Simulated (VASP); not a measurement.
Crystal: In4SbAs3.

```
In Sb As
1.0
     4.16078    0.00000    0.00000
     0.00000    4.16078    0.00000
     0.00000    0.00000   11.76847
In Sb As
4 1 3
Direct
  0.50000 0.00000 0.87500
  0.00000 0.50000 0.12500
  0.50000 0.00000 0.37500
  0.00000 0.50000 0.62500
  0.50000 0.50000 0.50000
  0.00000 0.00000 0.25000
  0.00000 0.00000 0.75000
  0.50000 0.50000 0.00000
```

| Item | Value |
| --- | --- |
| Program | VASP 6.6.1 |
| Task | relaxation of cell and atoms |
| Functional | PBE |
| Potentials or basis | VASP PAW PBE potentials, release 64 (In_d, Sb, As) |
| Cutoff | 600 eV |
| k mesh | 4 × 4 × 2 |
| Occupations | gaussian, width 0.1 eV |
| Spin | no spin polarisation |

At the start: pressure 15.8 GPa; volume 25.47 Å³/atom.

Q: Where does the relaxation end?

A: Over 9 steps the energy falls by 270.9 meV/atom and the volume is 31.42 Å³/atom (+23.4 %); space group P-4m2 (No. 115, to 0.1 Å) before and after.

The path:
```csv
step,energy change (eV),largest force (eV/Å),pressure (GPa),volume (Å³)
1,0.0000,1.8517,15.80,203.74
2,-1.5700,0.2551,-4.26,287.14
3,-2.0802,0.5206,-0.13,252.82
4,-2.0798,0.5043,-0.33,253.87
5,-2.1082,0.3247,-0.24,253.11
6,-2.1409,0.3008,0.02,251.06
7,-2.1567,0.1559,0.03,250.90
8,-2.1650,0.1276,0.06,250.66
9,-2.1674,0.0182,-0.07,251.39
```

Final structure:
```
In Sb As
1.0
     4.49536    0.00000    0.00000
     0.00000    4.49536    0.00000
     0.00000    0.00000   12.43992
In Sb As
4 1 3
Direct
  0.50000 0.00000 0.87960
  0.00000 0.50000 0.12040
  0.50000 0.00000 0.36191
  0.00000 0.50000 0.63809
  0.50000 0.50000 0.50000
  0.00000 0.00000 0.24109
  0.00000 0.00000 0.75891
  0.50000 0.50000 0.00000
```

Caveat: the volume moved by over 15 % at a fixed basis, so the end points are rough.
